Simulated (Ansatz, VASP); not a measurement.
## Pb in VASP and in Ansatz

```
Pb
1.0
    -2.00919    2.00919    2.00919
     2.00919   -2.00919    2.00919
     2.00919    2.00919   -2.00919
Pb
1
Direct
  0.00000 0.00000 0.00000
```

Alike in both runs: functional PBE; k mesh 15 × 15 × 15; occupations fermi-dirac, width 0.05 eV; no spin polarisation.

Ansatz relaxed the structure, and its values are those at the end. VASP's run is a single point on that final structure, the one shown.

|  | VASP | Ansatz |
| --- | --- | --- |
| version | VASP 6.6.1 | Ansatz 0.2.0 |
| potentials or method | VASP PAW PBE potentials, release 64 (Pb_d), cutoff 520 eV | all-electron LAPW, non-relativistic |

|  | VASP | Ansatz | Ansatz less VASP |
| --- | --- | --- | --- |
| pressure (GPa) | -0.6 | 0.0 | +0.53 |

Ansatz ran all-electron here, and VASP with PAW potentials.

Spin-orbit coupling is off throughout.
